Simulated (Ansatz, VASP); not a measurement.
## Two plane-wave programs on Sr

Contents of INCAR:

```
SYSTEM = Sr
ALGO = Normal
EDIFF = 1E-6
ENCUT = 520
GGA = PS
ISIF = 2
ISMEAR = 0
LASPH = .TRUE.
LCHARG = .TRUE.
LELF = .TRUE.
LREAL = .FALSE.
LVHAR = .TRUE.
LWAVE = .FALSE.
NBANDS = 11
NELM = 60
PREC = Accurate
SIGMA = 0.03
```

The input KPOINTS:

```
k-points
0
G
  10 10 10
  0 0 0
```

The input POSCAR:

```
Sr
1.0
    0.0000000000      3.3050470070      2.5779366655
    3.3050470070      0.0000000000      2.5779366655
    3.3050470070      3.3050470070      0.0000000000
Sr
1
Direct
    0.0000000000      0.0000000000      0.0000000000
```

Input for Ansatz:

```yaml
crystal:
  lattice:
    - [0.0, 3.305047007, 2.5779366655]
    - [3.305047007, 0.0, 2.5779366655]
    - [3.305047007, 3.305047007, 0.0]
  atoms:
    - { symbol: Sr, position: [0.0, 0.0, 0.0] }
basis:
  ecutwfc: 420
kpoints:
  mp_grid: { grid: [10, 10, 10] }
hamiltonian:
  xc: pbesol
scf:
  occupations: { method: gaussian, width: 0.03 }
output:
  forces: true
  stress: true
  eigenvalues: true
```

Alike in both runs: task single point; functional PBEsol; k mesh 10 × 10 × 10; occupations gaussian, width 0.03 eV; no spin polarisation.

|  | VASP | Ansatz |
| --- | --- | --- |
| version | VASP 6.6.1 | Ansatz 0.2.0 |
| potentials or method | VASP PAW PBE potentials, release 64 (Sr_sv), cutoff 520 eV | scalar-relativistic, plane waves, PAW |
| valence electrons in the cell | 10 | 10 |

|  | VASP | Ansatz | Ansatz less VASP |
| --- | --- | --- | --- |
| gap on the k mesh at the Fermi level (eV) | none | none | - |
| pressure (GPa) | -1.0 | -1.1 | -0.01 |

VASP's potentials were made for PBE, not for PBEsol. A gap of «none» marks a metal or a gap that the smearing closes. With one functional, cell and mesh, what is left measures potentials, basis and numerics.
